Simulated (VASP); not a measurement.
Input of a VASP 6.6.1 run:

The input INCAR:

```
SYSTEM = Ge
PREC = Accurate
ENCUT = 520
EDIFF = 1E-6
ISMEAR = -1
SIGMA = 0.05
LREAL = .False.
LASPH = .True.
NELM = 100
ALGO = Normal
ISIF = 2
LWAVE = .False.
LCHARG = .False.
GGA = PS
NBANDS = 21
```

KPOINTS

```
regular mesh
0
Gamma
  13 13 13
  0 0 0
```

File POSCAR:

```
Ge
1.0
    0.0000000000      2.7195630688      2.7195630688
    2.7195630688      0.0000000000      2.7195630688
    2.7195630688      2.7195630688      0.0000000000
Ge
2
Direct
   -0.1250000000     -0.1250000000     -0.1250000000
    0.1250000000      0.1250000000      0.1250000000
```

Potentials or basis: VASP PAW PBE potentials, release 64 (Ge_d).

Command:

```bash
$ cat potpaw_PBE.64/Ge_d/POTCAR > POTCAR
$ mpirun -np 1 vasp_std > vasp.out
```

(1) Estimate the band gap on the k mesh.

(2) What does it give for the pressure?

## Answers

(1) 0.31 eV, indirect (least direct gap 1.12 eV).

(2) 11.6 GPa.

Caveat: the PAW data sets were made with another functional, which shifts forces and pressure a little.
